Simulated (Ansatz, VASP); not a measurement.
## Two plane-wave programs on WS2

File INCAR:

```
  ALGO = Normal
  EDIFF = 1E-6
  ENCUT = 520
  ISIF = 2
  ISMEAR = 0
  LASPH = T
  LCHARG = F
  LREAL = F
  LWAVE = F
  NBANDS = 35
  NELM = 60
  PREC = Accurate
  SIGMA = 0.05
```

Contents of KPOINTS:

```
k-points
0
Gamma
  12 12 4
```

POSCAR

```
WS2
1.0
    3.0985446697      0.0000000000      0.0000000000
   -1.5492723349      2.6834183987      0.0000000000
    0.0000000000      0.0000000000     12.0430200778
W S
2 4
Direct
    0.3333333333      0.6666666667      0.2500000000
    0.6666666667      0.3333333333      0.7500000000
    0.3333333333      0.6666666667      0.6282872193
    0.6666666667      0.3333333333      0.1282872193
    0.3333333333      0.6666666667      0.8717127807
    0.6666666667      0.3333333333      0.3717127807
```

Input for Ansatz:

```yaml
crystal:
  lattice:
    - [3.0985446697, 0.0, 0.0]
    - [-1.5492723349, 2.6834183987, 0.0]
    - [0.0, 0.0, 12.0430200778]
  atoms:
    - { symbol: W, position: [0.3333333333, 0.6666666667, 0.25] }
    - { symbol: W, position: [0.6666666667, 0.3333333333, 0.75] }
    - { symbol: S, position: [0.3333333333, 0.6666666667, 0.6282872193] }
    - { symbol: S, position: [0.6666666667, 0.3333333333, 0.1282872193] }
    - { symbol: S, position: [0.3333333333, 0.6666666667, 0.8717127807] }
    - { symbol: S, position: [0.6666666667, 0.3333333333, 0.3717127807] }
basis:
  ecutwfc: 420
kpoints:
  mp_grid: { grid: [12, 12, 4] }
hamiltonian:
  xc: lda
  pseudopotentials: { kind: paw, azcp: { folder: soft_1 } }
scf:
  occupations: { method: gaussian, width: 0.05 }
output:
  forces: true
  stress: true
  eigenvalues: true
```

Alike in both runs: task single point; functional LDA; k mesh 12 × 12 × 4; occupations gaussian, width 0.05 eV; no spin polarisation.

```csv
,VASP,Ansatz
version,VASP 6.6.1,Ansatz 0.2.0
potentials or method,"VASP PAW LDA potentials, release 64 (W_sv, S), cutoff 520 eV","scalar-relativistic, plane waves, PAW"
valence electrons in the cell,52,52
```

```tsv
	VASP	Ansatz	Ansatz less VASP
gap on the k mesh at the Fermi level (eV)	0.65	0.63	-0.021
least direct gap on the mesh (eV)	1.72	1.71	-0.012
pressure (GPa)	17.0	16.6	-0.42
traceless stress, the component that is largest in VASP (GPa)	7.15	7.19	+0.038
rms of the force components (eV/Å)	1.241	1.218	-0.0232
```

Ansatz warns that its potentials were made for another functional, while VASP's fit it. LDA's correlation is that of Perdew and Zunger in VASP and of Perdew and Wang (1992) in Ansatz. Atom by atom the forces differ by 0.023 eV/Å (rms over components).

Spin-orbit coupling is off throughout.
